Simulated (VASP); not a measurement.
Set up this calculation in VASP 6.6.1, as the native input.

```
Task                   : single point
Functional             : LDA
Potentials or basis    : VASP PAW LDA potentials, release 64 (Ni)
Cutoff                 : 520 eV
k mesh                 : 24 × 24 × 24
Occupations            : gaussian, width 0.15 eV
Spin                   : collinear spin, ferromagnetic start
Starting moments       : [1.0] μB
Fixed moment           : 1 μB
Dipole correction      : no
Further INCAR settings : ALGO = Normal; EDIFF = 1e-06; NBANDS = 15
```

The structure of Ni lies in POSCAR:

```
Ni
1.0
    0.0000000000      1.7779195489      1.7779195489
    1.7779195489      0.0000000000      1.7779195489
    1.7779195489      1.7779195489      0.0000000000
Ni
1
Direct
    0.0000000000      0.0000000000      0.0000000000
```

The input as run:

INCAR

```
SYSTEM = Ni
PREC     = Accurate       ! precision mode
ENCUT    = 520            ! plane-wave cutoff, eV
EDIFF    = 1E-6           ! SCF threshold, eV
ISMEAR   = 0              ! smearing method
SIGMA    = 0.15           ! smearing width, eV
LREAL    = .FALSE.        ! projectors in reciprocal space
LASPH    = .TRUE.         ! aspherical terms in the spheres
NELM     = 150            ! most SCF steps
ALGO     = Normal         ! electronic algorithm
ISIF     = 2              ! what is computed and relaxed
LWAVE    = .FALSE.        ! write WAVECAR
LCHARG   = .TRUE.         ! write CHGCAR
ISPIN    = 2              ! spin polarisation
MAGMOM   = 1              ! initial moments
LORBIT   = 11             ! projections on sites
NUPDOWN  = 1.0            ! fixed moment
LMAXMIX  = 4              ! l up to which the mixer works
LELF     = .TRUE.         ! ELF
LVHAR    = .TRUE.       
NBANDS   = 15             ! bands
```

KPOINTS

```
regular mesh
0
G
  24 24 24
  0 0 0
```

Potentials or basis: VASP PAW LDA potentials, release 64 (Ni).

Run with:

```sh
$ cat potpaw_LDA.64/Ni/POTCAR > POTCAR
$ mpirun -np 1 vasp_std > vasp.out
```

Results of the run:

```json
{
  "Pressure": "-18.6 GPa",
  "Net moment": "1.00 μB per cell",
  "Site moments": "Ni +0.99 μB",
  "Valence electrons inside the program's atomic spheres": "Ni 9.25"
}
```

Caveat: the cell stands under tension; the total moment is fixed, so each spin has its own Fermi level and the state may be an excited one.

Run time: 2.1 min on 1 thread of Intel(R) Xeon(R) Platinum 8259CL CPU @ 2.50GHz (Skylake/Cascade Lake) (shared host), peak memory 0.21 GiB.
